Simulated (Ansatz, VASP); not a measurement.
**Two plane-wave programs on BAs**

File INCAR:

```
SYSTEM = BAs
PREC = Accurate
ENCUT = 520
EDIFF = 1E-8
ISMEAR = -1
SIGMA = 0.03
LREAL = .FALSE.
LASPH = .TRUE.
NELM = 150
ALGO = Normal
ISIF = 2
LWAVE = .FALSE.
LCHARG = .FALSE.
MAGMOM = 0 0 0 0 0 0
LORBIT = 11
LSORBIT = .TRUE.
GGA_COMPAT = .FALSE.
LORBMOM = .TRUE.
GGA = PE
LEFG = .TRUE.
NBANDS = 20
```

KPOINTS

```
Automatic mesh
0
G
  15 15 15
  0 0 0
```

File POSCAR:

```
BAs
1.0
    0.0000000000      2.3885000000      2.3885000000
    2.3885000000      0.0000000000      2.3885000000
    2.3885000000      2.3885000000      0.0000000000
B As
1 1
Direct
    0.0000000000      0.0000000000      0.0000000000
    0.7500000000      0.7500000000      0.7500000000
```

Input for Ansatz:

```yaml
crystal:
  lattice:
    - [0.0, 2.3885, 2.3885]
    - [2.3885, 0.0, 2.3885]
    - [2.3885, 2.3885, 0.0]
  atoms:
    - { symbol: B, position: [0.0, 0.0, 0.0] }
    - { symbol: As, position: [0.75, 0.75, 0.75] }
kpoints:
  mp_grid: { grid: [15, 15, 15] }
  band_path:
    path:
      - [0.0, 0.0, 0.0]
      - [-0.5, -0.5, 0.0]
      - [-0.375, -0.375, 0.25]
      - [-0.375, 0.0, 0.375]
      - [0.0, 0.0, 0.0]
      - [0.0, 0.0, 0.5]
      - [-0.5, -0.25, 0.25]
      - [-0.5, -0.5, 0.0]
    npoints: 5
scf:
  occupations: { method: fermi_dirac, width: 0.03 }
hamiltonian:
  xc: pbe
  pseudopotentials: { kind: paw_fr }
output:
  forces: true
  stress: true
  eigenvalues: true
  efg: { contact_densities: true }
magnetization:
  noncollinear: true
  spin_orbit: true
```

Alike in both runs: task electric field gradients; functional PBE; k mesh 15 × 15 × 15; occupations fermi-dirac, width 0.03 eV; non-collinear spin, spin-orbit coupling.

|  | VASP | Ansatz |
| --- | --- | --- |
| version | VASP 6.6.1 | Ansatz 0.2.0 |
| potentials or method | VASP PAW PBE potentials, release 64 (B, As) | PAW with Ansatz's default frozen-core files, fully relativistic files with spin-orbit coupling |
| plane-wave cutoff (eV) | 520 | 420 |
| valence electrons in the cell | 8 | 18 |

VASP gave:

| Property | Result |
| --- | --- |
| pressure (GPa) | 3.4 |
| net moment per atom (μB) | 0.00 |

Problem. Estimate Ansatz's values.

Solution. Pressure (GPa): 2.8; net moment per atom (μB): 0.00.

The functional is the same, so the differences come from potentials, cutoffs and numerics. VASP's potentials hold 8 valence electrons a cell and Ansatz's 18, so a difference there can come from the potentials and not from the codes.
